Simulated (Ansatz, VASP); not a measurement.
Cu: VASP beside Ansatz

```xyz
5
Lattice="2.5665 0.0000 0.0000 -1.2833 2.2227 0.0000 0.0000 0.0000 24.3822" Properties=species:S:1:pos:R:3 pbc="T T T"
Cu    1.9249    0.3704    8.0205
Cu   -0.6416    1.8522   10.0988
Cu    0.6416    1.1113   12.1911
Cu    1.9249    0.3704   14.2834
Cu   -0.6416    1.8522   16.3617
```

Alike in both runs: functional PBE; k mesh 15 × 15 × 1; occupations fermi-dirac, width 0.1 eV; no spin polarisation.

Ansatz relaxed the structure, and its values are those at the end. VASP's run is a single point on that final structure, the one shown.

|  | VASP | Ansatz |
| --- | --- | --- |
| version | VASP 6.6.1 | Ansatz 0.2.0 |
| potentials or method | VASP PAW PBE potentials, release 64 (Cu) | PAW with Ansatz's default frozen-core files, scalar-relativistic |
| plane-wave cutoff (eV) | 520 | 420 |
| valence electrons in the cell | 55 | 95 |

```csv
,VASP,Ansatz,Ansatz less VASP
rms of the force components (eV/Å),0.007,0.001,-0.0064
```

VASP's potentials hold 55 valence electrons a cell and Ansatz's 95, so a difference there can come from the potentials and not from the codes. Ansatz's warnings: stress scf threshold loose, xc potential rough in thin density.
